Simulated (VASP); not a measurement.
**SnGe5: single point with PBE**

Crystal: SnGe5.

```
CELL_PARAMETERS angstrom
3.08440 0.00000 0.00000
-1.54220 2.67116 0.00000
0.00000 0.00000 15.11039
ATOMIC_POSITIONS crystal
Sn 0.00000 0.00000 0.00000
Ge 0.66667 0.33333 0.66667
Ge 0.00000 0.00000 0.50000
Ge 0.33333 0.66667 0.33333
Ge 0.66667 0.33333 0.16667
Ge 0.33333 0.66667 0.83333
```

```
Program             : VASP 6.6.1
Task                : single point
Functional          : PBE
Potentials or basis : VASP PAW PBE potentials, release 64 (Sn_d, Ge_d)
Cutoff              : 520 eV
k mesh              : 6 × 6 × 1
Occupations         : gaussian, width 0.1 eV
Spin                : no spin polarisation
```

```json
{"Pressure": "2.6 GPa", "Largest force": "0.703 eV/Å", "Band gap on the k mesh": "zero (bands 42 and 43 overlap by 8.42 eV)"}
```

Forces on the atoms (eV/Å):
```
Sn   0.000  0.000  0.000
Ge   0.000  0.000  0.087
Ge   0.000  0.000  0.000
Ge   0.000  0.000 -0.087
Ge   0.000  0.000  0.703
Ge   0.000  0.000 -0.703
```

Stress tensor (GPa, compression positive):
```
3.19 0.00 0.00
0.00 3.19 0.00
0.00 0.00 1.50
```

Levels at points of the mesh, in eV from the Fermi level:
```tsv
k point	band 38	band 39	band 40	band 41	band 42	band 43	band 44	band 45	band 46	band 47
(0.00, 0.00, 0.00)	-1.69	-1.53	3.92	4.04	6.24	6.24	6.46	6.46	6.69	6.69
(0.50, 0.00, 0.00)	-4.12	-4.02	-3.85	-2.26	-1.90	0.03	0.14	2.38	2.41	3.01
```

It took 80 s on 1 thread of Intel Xeon 8259CL, with other jobs on the host, peak memory 0.25 GiB.

Caveat: the k points lie up to 0.42 Å⁻¹ apart, too coarse for converged energies and pressures of a metal; spin-orbit coupling is left out, which moves the levels of the heavy elements.
